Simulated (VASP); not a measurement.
Wanted: the native input for a VASP 6.6.1 run.

* Task: single point
* Functional: BLYP
* Potentials or basis: VASP PAW PBE potentials, release 64 (Te, Ti_sv)
* Cutoff: 520 eV
* k mesh: 5 × 5 × 3
* Occupations: fermi-dirac, width 0.05 eV
* Spin: no spin polarisation
* Dipole correction: no
* Further INCAR settings: ALGO = Normal; EDIFF = 1e-06; NBANDS = 19

The structure of TiTe2 lies in POSCAR:

```
TiTe2
1.0
    3.7770000000      0.0000000000      0.0000000000
   -1.8885000000      3.2709779501      0.0000000000
    0.0000000000      0.0000000000      6.4980000000
Te Ti
2 1
Direct
    0.3333333333      0.6666666667      0.7372000000
    0.6666666667      0.3333333333      0.2628000000
    0.0000000000      0.0000000000      0.0000000000
```

The input as run:

INCAR

```
  AGGAC = 1.0
  AGGAX = 1.0
  ALDAC = 0.0
  ALDAX = 1.0
  ALGO = Normal
  EDIFF = 1E-6
  ENCUT = 520
  GGA = B5
  ISIF = 2
  ISMEAR = -1
  LASPH = T
  LCHARG = F
  LREAL = F
  LWAVE = F
  NBANDS = 19
  NELM = 80
  PREC = Accurate
  SIGMA = 0.05
```

KPOINTS

```
k-points
0
Gamma
  5 5 3
```

Potentials or basis: VASP PAW PBE potentials, release 64 (Te, Ti_sv).

Run with:

```console
$ cat potpaw_PBE.64/Te/POTCAR potpaw_PBE.64/Ti_sv/POTCAR > POTCAR
$ mpirun -np 1 vasp_std > vasp.out
```

It gave:

```
Pressure               : 5.4 GPa
Largest force          : 0.068 eV/Å
Band gap on the k mesh : zero (band 12 reaches 7.61 eV, above the bottom of band 13 at 7.09 eV)
```

Caveat: the k points lie up to 0.38 Å⁻¹ apart; the PAW data sets were made with another functional, which shifts forces and pressure a little; spin-orbit coupling is left out, which moves the levels of the heavy elements; this functional lacks dispersion, which binds the layers, so the pressure and a relaxed spacing across them are unreliable.

It took 42 s on 1 thread of Intel Xeon 6975P-C, with other jobs on the host, peak memory 0.19 GiB.
